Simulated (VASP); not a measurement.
A run of VASP 6.6.1:

The input INCAR:

```
ALGO = Fast ; EDIFF = 1E-6
ENCUT = 520 ; GGA = PE
ISIF = 2 ; ISMEAR = 0
LASPH = True ; LCHARG = False
LREAL = False ; LWAVE = False
NBANDS = 19 ; NELM = 60
PREC = Accurate ; SIGMA = 0.1
```

KPOINTS

```
k-points
0
Gamma
  24 24 12
```

File POSCAR:

```
Zn
1.0
    2.6443807862      0.0000000000      0.0000000000
   -1.3221903931      2.2901009381      0.0000000000
    0.0000000000      0.0000000000      5.0322619198
Zn
2
Direct
    0.3333333333      0.6666666667      0.2500000000
    0.6666666667      0.3333333333      0.7500000000
```

Potentials or basis: VASP PAW PBE potentials, release 64 (Zn).

Run with:

```console
$ cat potpaw_PBE.64/Zn/POTCAR > POTCAR
$ mpirun -np 1 vasp_std > vasp.out
```

Hardware: 1 thread of Intel(R) Xeon(R) 6975P-C (Granite Rapids), on a shared host.

Question: How long does it take, and how much memory?

Answer: It took 97 s on 1 thread of Intel(R) Xeon(R) 6975P-C (Granite Rapids), with other jobs on the host, peak memory 0.29 GiB. Counts: scf iterations 12, k points 427.
